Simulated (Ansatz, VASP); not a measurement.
In: VASP beside Ansatz

The input INCAR:

```
SYSTEM = In
ALGO     = Fast           ! electronic algorithm
EDIFF    = 1E-6           ! SCF threshold, eV
ENCUT    = 520            ! plane-wave cutoff, eV
GGA      = PE             ! functional
ISIF     = 2              ! what is computed and relaxed
ISMEAR   = 0              ! smearing method
LASPH    = .True.         ! aspherical terms in the spheres
LCHARG   = .False.        ! write CHGCAR
LREAL    = .False.        ! projectors in reciprocal space
LWAVE    = .False.        ! write WAVECAR
NBANDS   = 12             ! bands
NELM     = 100            ! most SCF steps
PREC     = Accurate       ! precision mode
SIGMA    = 0.15           ! smearing width, eV
```

Contents of KPOINTS:

```
k-points
0
Gamma
  20 20 20
  0 0 0
```

File POSCAR:

```
In
1.0
   -1.6098885000      1.6261500000      2.4739500000
    1.6098885000     -1.6261500000      2.4739500000
    1.6098885000      1.6261500000     -2.4739500000
In
1
Direct
    0.0000000000      0.0000000000      0.0000000000
```

Input for Ansatz:

```yaml
crystal:
  lattice:
    - [-1.6098885, 1.62615, 2.47395]
    - [1.6098885, -1.62615, 2.47395]
    - [1.6098885, 1.62615, -2.47395]
  atoms:
    - { symbol: In, position: [0.0, 0.0, 0.0] }
basis:
  ecutwfc: 420
kpoints:
  mp_grid: { grid: [20, 20, 20] }
hamiltonian:
  xc: pbe
scf:
  occupations: { method: gaussian, width: 0.15 }
output:
  forces: true
  stress: true
  eigenvalues: true
```

Change from the starting cell: strain -0.0100 x Voigt [1, 0, 0, 0, 0, 0], atoms carried along.

Alike in both runs: task single point; functional PBE; k mesh 20 × 20 × 20; occupations gaussian, width 0.15 eV; no spin polarisation.

|  | VASP | Ansatz |
| --- | --- | --- |
| version | VASP 6.6.1 | Ansatz 0.2.0 |
| potentials or method | VASP PAW PBE potentials, release 64 (In_d), cutoff 520 eV | scalar-relativistic, plane waves, PAW |
| valence electrons in the cell | 13 | 13 |

|  | VASP | Ansatz | Ansatz less VASP |
| --- | --- | --- | --- |
| gap on the k mesh at the Fermi level (eV) | none | none | - |
| pressure (GPa) | 2.4 | 2.5 | +0.08 |
| traceless stress, the component that is largest in VASP (GPa) | -0.23 | -0.23 | +0.002 |

A gap of «none» marks a metal or a gap that the smearing closes.
